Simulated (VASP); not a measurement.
# TiB2 (P6/mmm) in VASP: notebook, part 2 of 2

VASP 6.6.1. The steps go on from the part before.

**3. Single point, LDA**

Input file INCAR:

```
PREC = Accurate
ENCUT = 520
EDIFF = 1E-6
ISMEAR = -1
SIGMA = 0.05
LREAL = F
LASPH = T
NELM = 60
ALGO = Normal
ISIF = 2
LWAVE = F
LCHARG = T
LELF = T
LVHAR = T
NBANDS = 16
```

Input file KPOINTS:

```
regular mesh
0
Gamma
  12 12 10
```

Input file POSCAR:

```
TiB2
1.0
    2.9937672538      0.0000000000      0.0000000000
   -1.4968836269      2.5926784948      0.0000000000
    0.0000000000      0.0000000000      3.1598973062
Ti B
1 2
Direct
    0.0000000000      0.0000000000      0.0000000000
    0.3333333333      0.6666666667      0.5000000000
    0.6666666667      0.3333333333      0.5000000000
```

Potentials or basis: VASP PAW LDA potentials, release 64 (Ti_sv, B).

The run is started by

```
$ cat potpaw_LDA.64/Ti_sv/POTCAR potpaw_LDA.64/B/POTCAR > POTCAR
$ mpirun -np 1 vasp_std > vasp.out
```

OUTCAR:

```text
PREC = Accurate
   ENCUT = 520
   EDIFF = 1E-6
   ISMEAR = -1
   LREAL = F
   LASPH = T
   NELM = 60
   ISIF = 2

 ion  position               nearest neighbor table
   1  0.000  0.000  0.000-   2 2.34   3 2.34   2 2.34   3 2.34   2 2.34   2 2.34   3 2.34   3 2.34
                             3 2.34   3 2.34   2 2.34   2 2.34
   2  0.333  0.667  0.500-   3 1.73   3 1.73   3 1.73   1 2.34   1 2.34   1 2.34   1 2.34   1 2.34
                             1 2.34
   3  0.667  0.333  0.500-   2 1.73   2 1.73   2 1.73   1 2.34   1 2.34   1 2.34   1 2.34   1 2.34
                             1 2.34

[... 654 lines left out ...]
  Direction    XX          YY          ZZ          XY          YZ          ZX
  --------------------------------------------------------------------------------------
  -------------------------------------------------------------------------------------
  Total        0.1036078      0.1036078      0.0932308      0.0000000      0.0000000      0.0000000
  in kB        6.7680496      6.7680496      6.0901806      0.0000000      0.0000000      0.0000000
  external PRESSURE =       6.5420933 kB  Pullay stress =       0.0000000 kB

 VOLUME and BASIS-vectors are now :
 -----------------------------------------------------------------------------
  energy-cutoff  :      520.00
  volume of cell :       24.53
      direct lattice vectors                 reciprocal lattice vectors
     2.993767254  0.000000000  0.000000000     0.334027302  0.192850753  0.000000000
    -1.496883627  2.592678495  0.000000000     0.000000000  0.385701506  0.000000000
     0.000000000  0.000000000  3.159897306     0.000000000  0.000000000  0.316465981

 POSITION                                       TOTAL-FORCE (eV/Angst)
 -----------------------------------------------------------------------------------
      0.00000      0.00000      0.00000        -0.000000      0.000000      0.000000
     -0.00000      1.72845      1.57995        -0.000000      0.000000     -0.000000
      1.49688      0.86423      1.57995         0.000000     -0.000000      0.000000
 -----------------------------------------------------------------------------------
    total drift:                               -0.000000      0.000000      0.000000

  FREE ENERGIE OF THE ION-ELECTRON SYSTEM (eV)
  ---------------------------------------------------
  free  energy   TOTEN  =       -26.9226253813 eV

  energy  without entropy=      -26.9190736026  energy(sigma->0) =      -26.92084949
```

OSZICAR:

```text
N       E                     dE             d eps       ncg     rms          rms(c)
DAV:   1     0.119568244323E+03    0.11957E+03   -0.90449E+03  3648   0.128E+03
DAV:   2    -0.251681412854E+02   -0.14474E+03   -0.13986E+03  4040   0.344E+02
DAV:   3    -0.320715753865E+02   -0.69034E+01   -0.68473E+01  5248   0.731E+01
DAV:   4    -0.322196896610E+02   -0.14811E+00   -0.14805E+00  4440   0.958E+00
DAV:   5    -0.322236035826E+02   -0.39139E-02   -0.39138E-02  5296   0.130E+00    0.173E+01
DAV:   6    -0.269413673472E+02    0.52822E+01   -0.20498E+01  5240   0.498E+01    0.380E+00
DAV:   7    -0.269246999678E+02    0.16667E-01   -0.10968E+00  3904   0.121E+01    0.352E+00
DAV:   8    -0.269228977107E+02    0.18023E-02   -0.74648E-02  5888   0.227E+00    0.899E-01
DAV:   9    -0.269230929439E+02   -0.19523E-03   -0.28602E-02  4568   0.226E+00    0.266E-01
DAV:  10    -0.269226425575E+02    0.45039E-03   -0.31033E-03  5000   0.677E-01    0.629E-02
DAV:  11    -0.269226374136E+02    0.51439E-05   -0.33173E-04  4712   0.184E-01    0.756E-02
DAV:  12    -0.269226259443E+02    0.11469E-04   -0.80411E-05  4624   0.110E-01    0.665E-03
DAV:  13    -0.269226253813E+02    0.56307E-06   -0.39316E-06  4216   0.214E-02
   1 F= -.26922625E+02 E0= -.26920849E+02  d E =-.355178E-02
```

Wall time 29 s (1 thread of Intel Xeon 8259CL, shared host); peak memory 0.16 GiB.

Results:

| Quantity | Value |
| --- | --- |
| Free energy | -26.9226 eV |
| Pressure | 0.7 GPa |
| Band gap on the k mesh | zero (bands 9 and 10 overlap by 0.56 eV) |

Levels at points of the mesh, in eV from the Fermi level:
```
           k point  band 6  band 7  band 8  band 9  band 10  band 11  band 12  band 13
(0.00, 0.00, 0.00)   -2.77   -2.77   -2.22   -2.17     2.00     2.00     3.90     3.90
(0.50, 0.00, 0.00)   -9.12   -3.32   -3.29   -2.40     1.42     2.86     3.39     3.56
(0.00, 0.00, 0.50)   -7.71   -0.58   -0.58   -0.27    -0.27     0.43     0.43     1.83
(0.50, 0.00, 0.50)   -7.49   -4.83   -3.97   -3.08     2.68     3.07     4.87     4.88
```

**4. Single point, LDA**

Input file INCAR:

```
SYSTEM = TiB2
ALGO = Normal
EDIFF = 1E-6
ENCUT = 520
GGA = CA
ISIF = 2
ISMEAR = -5
LASPH = .True.
LCHARG = .False.
LREAL = .False.
LWAVE = .False.
NBANDS = 16
NELM = 60
PREC = Accurate
SIGMA = 0.1
```

Input file KPOINTS:

```
k-points
0
Gamma
  12 12 10
  0 0 0
```

Input file POSCAR:

```
TiB2
1.0
    2.9954658743      0.0000000000      0.0000000000
   -1.4977329371      2.5941495433      0.0000000000
    0.0000000000      0.0000000000      3.1552958159
Ti B
1 2
Direct
    0.0000000000      0.0000000000      0.0000000000
    0.3333333333      0.6666666667      0.5000000000
    0.6666666667      0.3333333333      0.5000000000
```

The run is started by

```
$ cat potpaw_LDA.64/Ti_sv/POTCAR potpaw_LDA.64/B/POTCAR > POTCAR
$ mpirun -np 1 vasp_std > vasp.out
```

Run time: 31 s. Hardware: 1 thread of Intel Xeon 8259CL, shared host; peak memory 0.16 GiB.

The run converged. Its results:

| Quantity | Value |
| --- | --- |
| Free energy | -26.9197 eV |
| Pressure | 0.6 GPa |
| Band gap on the k mesh | zero (bands 9 and 10 overlap by 0.56 eV) |

Levels at points of the mesh, in eV from the Fermi level:
```
           k point  band 6  band 7  band 8  band 9  band 10  band 11  band 12  band 13
(0.00, 0.00, 0.00)   -2.84   -2.84   -2.27   -2.21     1.94     1.94     3.85     3.85
(0.50, 0.00, 0.00)   -9.19   -3.39   -3.34   -2.46     1.36     2.80     3.33     3.51
(0.00, 0.00, 0.50)   -7.77   -0.66   -0.66   -0.34    -0.34     0.38     0.38     1.79
(0.50, 0.00, 0.50)   -7.54   -4.91   -4.03   -3.15     2.63     3.01     4.83     4.83
```

Caveat: tetrahedron occupations give inexact forces and stress in metals.
